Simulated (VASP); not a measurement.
A run of VASP 6.6.1:

The input INCAR:

```
SYSTEM = NiPt
PREC = Accurate
ENCUT = 520
EDIFF = 1E-6
ISMEAR = -1
SIGMA = 0.1
LREAL = .FALSE.
LASPH = .TRUE.
NELM = 150
ALGO = Normal
ISIF = 2
LWAVE = .FALSE.
LCHARG = .FALSE.
ISPIN = 2
MAGMOM = 1.5 0.6
LORBIT = 11
LMAXMIX = 4
GGA = CA
NBANDS = 21
```

Contents of KPOINTS:

```
regular mesh
0
G
  11 11 8
  0 0 0
```

File POSCAR:

```
NiPt
1.0
    2.9191941502      0.0000000000      0.0000000000
    0.0000000000      2.9191941502      0.0000000000
    0.0000000000      0.0000000000      3.8546283700
Ni Pt
1 1
Direct
    0.5000000000      0.5000000000      0.5000000000
    0.0000000000      0.0000000000      0.0000000000
```

Potentials or basis: VASP PAW LDA potentials, release 64 (Ni, Pt).

Command:

```console
$ cat potpaw_LDA.64/Ni/POTCAR potpaw_LDA.64/Pt/POTCAR > POTCAR
$ mpirun -np 1 vasp_std > vasp.out
```

Hardware: 1 thread of Intel(R) Xeon(R) Platinum 8259CL CPU @ 2.50GHz (Skylake/Cascade Lake), on a shared host.

Task: How long does it take, and how much memory?

Result: It took 81 s on 1 thread of Intel(R) Xeon(R) Platinum 8259CL CPU @ 2.50GHz (Skylake/Cascade Lake), with other jobs on the host, peak memory 0.23 GiB. Counts: scf iterations 15, k points 105.
